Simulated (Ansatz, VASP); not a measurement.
# One calculation of Ti2Co, two programs

```
Ti Co
1.0
     0.00000    3.36500    3.36500
     3.36500    0.00000    3.36500
     3.36500    3.36500    0.00000
Ti Co
4 2
Cartesian
  0.8413 0.8413 0.8413
  0.8413 2.5238 2.5238
  2.5238 2.5238 0.8413
  2.5238 0.8413 2.5238
  3.3650 3.3650 3.3650
  5.0475 5.0475 5.0475
```

Alike in both runs: task single point; functional PBEsol; k mesh 10 × 10 × 10; collinear spin.

|  | VASP | Ansatz |
| --- | --- | --- |
| version | VASP 6.6.1 | Ansatz 0.2.0 |
| potentials or method | VASP PAW PBE potentials, release 64 (Ti_sv, Co), cutoff 520 eV | scalar-relativistic, plane waves, PAW |
| occupations | methfessel-paxton of order 1, width 0.1 eV | cold, width 0.1 eV |
| valence electrons in the cell | 66 | 82 |

VASP gave:

```
gap on the k mesh at the Fermi level (eV)                     : none
pressure (GPa)                                                : 15.9
net moment per atom (μB)                                      : 0.20
size of the moment on the site where the two differ most (μB) : 0.53
```

Which values does Ansatz return?

gap on the k mesh at the Fermi level (eV): none; pressure (GPa): 16.0; net moment per atom (μB): 0.21; size of the moment on the site where the two differ most (μB): 0.59.

VASP's potentials were made for PBE, not for PBEsol. Site moments also hang on the region over which each program counts them. A gap of «none» marks a metal or a gap that the smearing closes. VASP's potentials hold 66 valence electrons a cell and Ansatz's 82, so a difference there can come from the potentials and not from the codes. Ansatz's warnings: stability check not made.
